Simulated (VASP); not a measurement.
# H (Cmcm) in VASP: notebook

The runs below take H through single point, relaxation of cell and atoms, with r2SCAN.

Everything below comes from runs of VASP 6.6.1. Logs are shortened: lines on timing, memory, paths and dates and some standing lists are left out, and cuts for length are marked.

### 1 The cell of the first run

It takes space group Cmcm (No. 63, orthorhombic). Conventional cell: a = 3.297 Å, b = 5.463 Å, c = 6.314 Å, α = 90.00°, β = 90.00°, γ = 90.00°. H (site symmetry m) has 1 H at 0.74 Å within 1.0 Å.

### 2 Single point, r2SCAN

POSCAR

```
H
1.0
    1.6485318600     -2.7316882300      0.0000000000
    1.6485318600      2.7316882300      0.0000000000
    0.0000000000      0.0000000000      6.3137686200
H
4
Direct
    0.5678085000      0.4321915000      0.9995149500
    0.4321915000      0.5678085000      0.0004850500
    0.4321915000      0.5678085000      0.4995149500
    0.5678085000      0.4321915000      0.5004850500
```

INCAR.step1

```
PREC = Accurate
ENCUT = 520
ISMEAR = 0
SIGMA = 0.1
LREAL = False
LASPH = True
NELM = 100
NBANDS = 10
GGA = PE
ALGO = Normal
EDIFF = 1E-4
LWAVE = True
LCHARG = False
```

INCAR.step2

```
PREC = Accurate
ENCUT = 520
EDIFF = 1E-7
ISMEAR = 0
SIGMA = 0.1
LREAL = False
LASPH = True
NELM = 100
ALGO = Normal
ISIF = 2
LWAVE = False
LCHARG = False
METAGGA = R2SCAN
LMIXTAU = True
NBANDS = 10
ISTART = 1
```

KPOINTS

```
Automatic mesh
0
Gamma
  6 6 4
```

Potentials or basis: VASP PAW PBE potentials, release 64 (H).

Started as:

```bash
> cat potpaw_PBE.64/H/POTCAR > POTCAR
> cp INCAR.step1 INCAR
> mpirun -np 1 vasp_std > vasp.out
> cp INCAR.step2 INCAR
> mpirun -np 1 vasp_std > vasp.out
```

OUTCAR:

```text
PREC = Accurate
   ENCUT = 520
   EDIFF = 1E-7
   ISMEAR = 0
   LREAL = False
   LASPH = True
   NELM = 100
   ISIF = 2
   METAGGA = R2SCAN
   ISTART = 1

 ion  position               nearest neighbor table
   1  0.568  0.432  1.000-   2 0.74
   2  0.432  0.568  0.000-   1 0.74
   3  0.432  0.568  0.500-   4 0.74
   4  0.568  0.432  0.500-   3 0.74

  LATTYP: Found a base centered orthorhombic cell.
 ALAT       =     3.2970637200
 B/A-ratio  =     1.6570430310
 C/A-ratio  =     1.9149671211

  Lattice vectors:

 A1 = (   1.6485318600,  -2.7316882300,   0.0000000000)
 A2 = (   1.6485318600,   2.7316882300,   0.0000000000)
 A3 = (   0.0000000000,   0.0000000000,   6.3137686200)

Analysis of symmetry for initial positions (statically):
=====================================================================
 Subroutine PRICEL returns:
 Original cell was already a primitive cell.

 Routine SETGRP: Setting up the symmetry group for a
 base centered orthorhombic supercell.

 Subroutine GETGRP returns: Found  8 space group operations
 (whereof  4 operations were pure point group operations)
 out of a pool of  8 trial point group operations.

The static configuration has the point symmetry C_2h.
 The point group associated with its full space group is D_2h.

Analysis of symmetry for dynamics (positions and initial velocities):
=====================================================================
 Subroutine PRICEL returns:
 Original cell was already a primitive cell.

 Routine SETGRP: Setting up the symmetry group for a
 base centered orthorhombic supercell.

 Subroutine GETGRP returns: Found  8 space group operations
 (whereof  4 operations were pure point group operations)
 out of a pool of  8 trial point group operations.

The dynamic configuration has the point symmetry C_2h.
 The point group associated with its full space group is D_2h.

 Subroutine INISYM returns: Found  8 space group operations
 (whereof  4 operations are pure point group operations),
 and found     1 'primitive' translations

----------------------------------------------------------------------------------------

                                     Primitive cell

  volume of cell :      56.8653

  direct lattice vectors                    reciprocal lattice vectors
     1.648531860 -2.731688230  0.000000000     0.303300174 -0.183036993  0.000000000
     1.648531860  2.731688230  0.000000000     0.303300174  0.183036993  0.000000000
     0.000000000  0.000000000  6.313768620     0.000000000  0.000000000  0.158384011

  length of vectors
     3.190576418  3.190576418  6.313768620     0.354250669  0.354250669  0.158384011

  position of ions in fractional coordinates (direct lattice)
     0.567808500  0.432191500  0.999514950
     0.432191500  0.567808500  0.000485050
     0.432191500  0.567808500  0.499514950
     0.567808500  0.432191500  0.500485050

  ion indices of the primitive-cell ions
   primitive index   ion index
                 1           1
                 2           2
                 3           3
                 4           4

----------------------------------------------------------------------------------------

 KPOINTS: Automatic mesh

Automatic generation of k-mesh.
 Grid dimensions read from file:
 generate k-points for:    6    6    4

 Generating k-lattice:

  Cartesian coordinates                     Fractional coordinates (reciprocal lattice)
     0.050550029 -0.030506166  0.000000000     0.166666667  0.000000000  0.000000000
     0.050550029  0.030506166  0.000000000     0.000000000  0.166666667  0.000000000
     0.000000000  0.000000000  0.039596003     0.000000000  0.000000000  0.250000000

  Length of vectors
     0.059041778  0.059041778  0.039596003

  Shift w.r.t. Gamma in fractional coordinates (k-lattice)
     0.000000000  0.000000000  0.000000000

 Subroutine IBZKPT returns following result:
 ===========================================

 Found     39 irreducible k-points:

 Following reciprocal coordinates:
            Coordinates               Weight
  0.000000  0.000000  0.000000      1.000000
  0.166667  0.000000  0.000000      4.000000
  0.333333  0.000000  0.000000      4.000000
  0.500000  0.000000  0.000000      2.000000
  0.166667  0.166667  0.000000      2.000000
  0.333333  0.166667  0.000000      4.000000
[... 16 lines left out ...]
  0.333333  0.333333  0.250000      4.000000
  0.500000  0.333333  0.250000      8.000000
 [... further k-points ...]
   k-points           NKPTS =     39   k-points in BZ     NKDIM =     39   number of bands    NBANDS=     10
   number of dos      NEDOS =    301   number of ions     NIONS =      4
   total plane-waves  NPLWV =  27648
   dimension x,y,z NGX =    24 NGY =   24 NGZ =   48
   dimension x,y,z NGXF=    48 NGYF=   48 NGZF=   96
   ions per type =               4
   NGX,Y,Z   is equivalent  to a cutoff of  12.51, 12.51, 12.64 a.u.
   NGXF,Y,Z  is equivalent  to a cutoff of  25.01, 25.01, 25.28 a.u.
 SYSTEM =  unknown system
   PREC   = accura    normal or accurate (medium, high low for compatibility)
   ISTART =      1    job   : 0-new  1-cont  2-samecut
   ICHARG =      0    charge: 1-file 2-atom 10-const
   ISPIN  =      1    spin polarized calculation?
   LNONCOLLINEAR =      F non collinear calculations
   LSORBIT =      F    spin-orbit coupling
   LASPH  =      T    aspherical Exc in radial PAW
   ENCUT  =  520.0 eV  38.22 Ry    6.18 a.u.   5.93  5.93 11.74*2*pi/ulx,y,z
   NELM   =    100;   NELMIN=  2; NELMDL=  0     # of ELM steps
   EDIFF  = 0.1E-06   stopping-criterion for ELM
   LREAL  =      F    real-space projection
   EDIFFG = 0.1E-05   stopping-criterion for IOM
   NSW    =      0    number of steps for IOM
   IBRION =     -1    ionic relax: 0-MD 1-quasi-New 2-CG
   NFREE  =      0    steps in history (QN), initial steepest desc. (CG)
   ISIF   =      2    stress and relaxation
   ISYM   =      2    0-nonsym 1-usesym 2-fastsym
   POTIM  = 0.5000    time-step for ionic-motion
   TEBEG  =    0.0;   TEEND  =   0.0 temperature during run
   PSTRESS=    0.0 pullay stress
   NELECT =       4.0000    total number of electrons
   NUPDOWN=      -1.0000    fix difference up-down
   EMIN   =  10.00;   EMAX   =-10.00  energy-range for DOS
   EFERMI =   0.00;   METHOD = LEGACY
   ISMEAR =     0;   SIGMA  =   0.10  broadening in eV -4-tet -1-fermi 0-gaus
   EFERMI_NEDOS =   21; number of points for ismear=-14 and -15
   IALGO  =     38    algorithm
   IMIX   =      4    mixing-type and parameters
     AMIX     =   0.40;   BMIX     =  1.00
     AMIX_MAG =   1.60;   BMIX_MAG =  1.00
  volume/ion in A,a.u.               =      14.22        95.94
  Fermi-wavevector in a.u.,A,eV,Ry     =   0.675791  1.277060  6.213693  0.456694
  Thomas-Fermi vector in A             =   1.752912
   LORBIT       =      0    0 simple, 1 ext, 2 COOP (PROOUT), +10 PAW based schemes
   METAGGA = R2SCAN    functional components
   LHFCALC =     F    Hartree Fock is set to
   AEXX    =    0.0000 exact exchange contribution
   IVDW    =     0    specifies the selected vdW correction
   LEPSILON=     F    determine dielectric tensor
   LRPA    =     F    only Hartree local field effects (RPA)
 non-spin polarized calculation
 Gauss-broadening in eV      SIGMA  =   0.10
  energy-cutoff  :      520.00
  volume of cell :       56.87
 maximum number of plane-waves:      1547
   NGX = 11   NGY = 11   NGZ = 23

 number of electron       3.9999998 magnetization

 Free energy of the ion-electron system (eV)
  ---------------------------------------------------
  ext. energy  EPLUGINS =         0.00000000
  ---------------------------------------------------
  free energy    TOTEN  =       -13.78560336 eV

  energy without entropy =      -13.78560336  energy(sigma->0) =      -13.78560336

 E-fermi :  -8.6199     XC(G=0):  -4.7198

 val. band max:       -9.0540173672   @ k =   0.5000   0.5000   0.0000
 cond. band min:       0.0391457295   @ k =   0.5000   0.5000   0.0000
 fundamental gap:      9.0931630967
 Fermi energy:        -8.6198893828

 k-point     1 :       0.0000    0.0000    0.0000
  band No.  band energies     occupation
      1     -10.9302      2.00000
      2     -10.2427      2.00000
      3       1.1226      0.00000
      4       4.3596      0.00000
      5       8.5559      0.00000
      6       9.3713      0.00000
      7       9.3721      0.00000
      8      10.5830      0.00000
      9      13.4151      0.00000
     10      14.0460      0.00000

 k-point     2 :       0.1667    0.0000    0.0000
  band No.  band energies     occupation
      1     -10.6835      2.00000
      2     -10.0337      2.00000
      3       1.6508      0.00000
      4       3.6225      0.00000
      5       6.7794      0.00000
      6       7.9449      0.00000
      7      10.1373      0.00000
      8      11.0791      0.00000
      9      11.2277      0.00000
     10      13.7336      0.00000

 k-point     3 :       0.3333    0.0000    0.0000
  band No.  band energies     occupation
      1     -10.1230      2.00000
      2      -9.5710      2.00000
      3       1.9122      0.00000
      4       3.2119      0.00000
      5       4.3203      0.00000
      6       7.5603      0.00000
      7       9.1979      0.00000
      8       9.7258      0.00000
      9       9.8858      0.00000
     10      12.4760      0.00000

 k-point     4 :       0.5000    0.0000    0.0000
  band No.  band energies     occupation
      1      -9.7979      2.00000
      2      -9.3107      2.00000
      3       1.0226      0.00000
      4       3.3298      0.00000
      5       5.1381      0.00000
      6       6.9000      0.00000
      7       7.7590      0.00000
      8       8.1715      0.00000
      9       9.5034      0.00000
     10      12.2756      0.00000

 k-point     5 :       0.1667    0.1667    0.0000
  band No.  band energies     occupation
      1     -10.3057      2.00000
      2      -9.7228      2.00000
      3       2.6594      0.00000
      4       3.1521      0.00000
      5       5.4741      0.00000
      6       6.4143      0.00000
      7       6.9300      0.00000
      8      11.1442      0.00000
      9      11.9922      0.00000
     10      12.3331      0.00000

 k-point     6 :       0.3333    0.1667    0.0000
  band No.  band energies     occupation
      1      -9.8108      2.00000
      2      -9.3185      2.00000
      3       1.8779      0.00000
      4       4.1749      0.00000
      5       4.3883      0.00000
      6       4.6265      0.00000
      7       6.7126      0.00000
      8       8.5228      0.00000
      9      11.2757      0.00000
     10      11.9755      0.00000
[... 183 lines left out ...]
 k-point    21 :      -0.3333    0.1667    0.2500
  band No.  band energies     occupation
      1     -10.1094      2.00000
      2      -9.7031      2.00000
      3       2.0482      0.00000
      4       2.6823      0.00000
      5       4.5304      0.00000
      6       7.4892      0.00000
      7       8.5136      0.00000
      8       9.6176      0.00000
      9      12.7532      0.00000
     10      13.2672      0.00000

 k-point    22 :      -0.1667    0.1667    0.2500
  band No.  band energies     occupation
      1     -10.5464      2.00000
      2     -10.0896      2.00000
      3       2.0307      0.00000
      4       3.0942      0.00000
      5       5.7694      0.00000
      6       7.4261      0.00000
      7      11.4989      0.00000
      8      11.8397      0.00000
      9      12.6257      0.00000
     10      13.2689      0.00000

 k-point    23 :       0.3333    0.3333    0.2500
  band No.  band energies     occupation
      1      -9.4760      2.00000
      2      -9.1591      2.00000
      3       1.6778      0.00000
      4       2.9269      0.00000
      5       3.6095      0.00000
      6       5.3391      0.00000
      7       6.8535      0.00000
      8       9.3599      0.00000
      9       9.9529      0.00000
     10      10.3461      0.00000

 k-point    24 :       0.5000    0.3333    0.2500
  band No.  band energies     occupation
      1      -9.5347      2.00000
      2      -9.2004      2.00000
      3       0.7910      0.00000
      4       2.0644      0.00000
      5       5.5754      0.00000
      6       5.8506      0.00000
      7       7.8657      0.00000
      8       9.3530      0.00000
      9       9.6521      0.00000
     10      12.6944      0.00000

 [... further k-points ...]

------------------------ aborting loop because EDIFF is reached ----------------------------------------

  FORCE on cell =-STRESS in cart. coord.  units (eV):
  Direction    XX          YY          ZZ          XY          YZ          ZX
  --------------------------------------------------------------------------------------
  -------------------------------------------------------------------------------------
  Total        0.0220360      0.0258448      0.0232936      0.0000000     -0.0000000      0.0000000
  in kB        0.6208623      0.7281756      0.6562967      0.0000000     -0.0000000      0.0000000
  external PRESSURE =       0.6684448 kB  Pullay stress =       0.0000000 kB

 VOLUME and BASIS-vectors are now :
 -----------------------------------------------------------------------------
  energy-cutoff  :      520.00
  volume of cell :       56.87
      direct lattice vectors                 reciprocal lattice vectors
     1.648531860 -2.731688230  0.000000000     0.303300174 -0.183036993  0.000000000
     1.648531860  2.731688230  0.000000000     0.303300174  0.183036993  0.000000000
     0.000000000  0.000000000  6.313768620     0.000000000  0.000000000  0.158384011

 POSITION                                       TOTAL-FORCE (eV/Angst)
 -----------------------------------------------------------------------------------
      1.64853     -0.37046      6.31071         0.000000     -0.009775     -0.000462
      1.64853      0.37046      0.00306         0.000000      0.009775      0.000462
      1.64853      0.37046      3.15382         0.000000      0.009775     -0.000462
      1.64853     -0.37046      3.15995         0.000000     -0.009775      0.000462
 -----------------------------------------------------------------------------------
    total drift:                                0.000000      0.000000      0.000000

  FREE ENERGIE OF THE ION-ELECTRON SYSTEM (eV)
  ---------------------------------------------------
  free  energy   TOTEN  =       -13.7856033630 eV

  energy  without entropy=      -13.7856033630  energy(sigma->0) =      -13.78560336
```

It took 39 s on 1 thread of Intel Xeon Platinum 8488C (Sapphire Rapids), shared host; peak memory 0.17 GiB.

Results:

```yaml
Free_energy: -13.7856 eV
Pressure: 0.1 GPa
Largest_force: 0.010 eV/Å
Band_gap_on_the_k_mesh: 9.09 eV
```

Forces in eV/Å, atoms in the order of the input:
```
H    0.000 -0.010  0.000
H    0.000  0.010  0.000
H    0.000  0.010  0.000
H    0.000 -0.010  0.000
```

Caveat: the PAW data sets were made with another functional, which shifts forces and pressure a little. A k mesh can miss the band edges.

### 3 Relaxation of cell and atoms, r2SCAN

POSCAR is that of step 2.

INCAR.step1

```
SYSTEM = H
PREC     = Accurate       ! precision mode
ENCUT    = 600            ! plane-wave cutoff, eV
ISMEAR   = 0              ! smearing method
SIGMA    = 0.02           ! smearing width, eV
LREAL    = .FALSE.        ! projectors in reciprocal space
LASPH    = .TRUE.         ! aspherical terms in the spheres
NELM     = 100            ! most SCF steps
GGA      = PE             ! functional
ALGO     = Normal         ! electronic algorithm
EDIFF    = 1E-4           ! SCF threshold, eV
LWAVE    = .TRUE.         ! write WAVECAR
LCHARG   = .FALSE.        ! write CHGCAR
```

INCAR.step2

```
SYSTEM = H
PREC     = Accurate       ! precision mode
ENCUT    = 600            ! plane-wave cutoff, eV
EDIFF    = 1E-6           ! SCF threshold, eV
ISMEAR   = 0              ! smearing method
SIGMA    = 0.02           ! smearing width, eV
LREAL    = .FALSE.        ! projectors in reciprocal space
LASPH    = .TRUE.         ! aspherical terms in the spheres
NELM     = 100            ! most SCF steps
ALGO     = Normal         ! electronic algorithm
ISIF     = 3              ! what is computed and relaxed
LWAVE    = .FALSE.        ! write WAVECAR
LCHARG   = .FALSE.        ! write CHGCAR
METAGGA  = R2SCAN         ! meta-GGA
LMIXTAU  = .TRUE.       
IBRION   = 2              ! ionic algorithm
NSW      = 100            ! ionic steps
EDIFFG   = -0.01          ! ionic threshold
ISTART   = 1
```

KPOINTS

```
regular mesh
0
G
  8 8 4
  0 0 0
```

Potentials or basis: VASP PAW PBE potentials, release 64 (H).

Started as:

```bash
> cat potpaw_PBE.64/H/POTCAR > POTCAR
> cp INCAR.step1 INCAR
> mpirun -np 1 vasp_std > vasp.out
> cp INCAR.step2 INCAR
> mpirun -np 1 vasp_std > vasp.out
```

Run time: 5.8 min. Hardware: 1 thread of Intel Xeon Platinum 8488C (Sapphire Rapids), shared host; peak memory 0.2 GiB.

Results (log left out):

```
Free energy                           : -13.7928 eV
Relaxed volume                        : 15.22 Å³/atom
Relaxed cell                          : a = 3.258 Å, b = 3.258 Å, c = 6.474 Å, α = 90.00°, β = 90.00°, γ = 117.59°
Space group after relaxing (to 0.1 Å) : Cmmm (No. 65)
Energy gained by relaxing             : 0.8 meV/atom
Ionic steps                           : 10
Pressure after relaxing               : 0.1 GPa
Largest force after relaxing          : 0.008 eV/Å
Band gap on the k mesh                : 9.27 eV
```

Forces in eV/Å, atoms in the order of the input:
```
H    0.000  0.008  0.000
H    0.000 -0.008  0.000
H    0.000 -0.008  0.000
H    0.000  0.008  0.000
```

The path:
```
step  energy change (eV)  largest force (eV/Å)  pressure (GPa)  volume (Å³)
   1              0.0000                0.0032            0.18        56.87
   2             -0.0001                0.0285            0.13        57.00
   3             -0.0002                0.0766            0.06        57.20
   4             -0.0002                0.0762            0.06        57.22
   5             -0.0003                0.0752            0.06        57.27
   6             -0.0004                0.0733            0.06        57.39
   7             -0.0006                0.0694            0.06        57.62
   8             -0.0011                0.0613            0.06        58.08
   9             -0.0019                0.0446            0.07        59.01
  10             -0.0033                0.0084            0.07        60.90
```

Final structure:
```
CELL_PARAMETERS angstrom
1.68783 -2.78643 0.00000
1.68783 2.78643 0.00000
0.00000 0.00000 6.47412
ATOMIC_POSITIONS crystal
H 0.56652 0.43349 0.99945
H 0.43349 0.56652 0.00055
H 0.43349 0.56652 0.49945
H 0.56652 0.43349 0.50055
```

Levels at points of the mesh, in eV from the valence-band top:
```
           k point  band 1  band 2  band 3  band 4  band 5
(0.00, 0.00, 0.00)   -1.66   -1.06   10.30   13.18   17.32
(0.50, 0.00, 0.00)   -0.66   -0.23   10.20   12.37   14.13
(0.50, 0.50, 0.00)   -0.40    0.00    9.27   11.07   14.65
(0.00, 0.00, 0.50)   -1.38   -1.38   11.68   11.68   17.67
(0.50, 0.00, 0.50)   -0.45   -0.45   10.99   10.99   15.56
(0.50, 0.50, 0.50)   -0.21   -0.21    9.97    9.97   15.81
```

Caveat: the PAW data sets were made with another functional, which shifts forces and pressure a little.
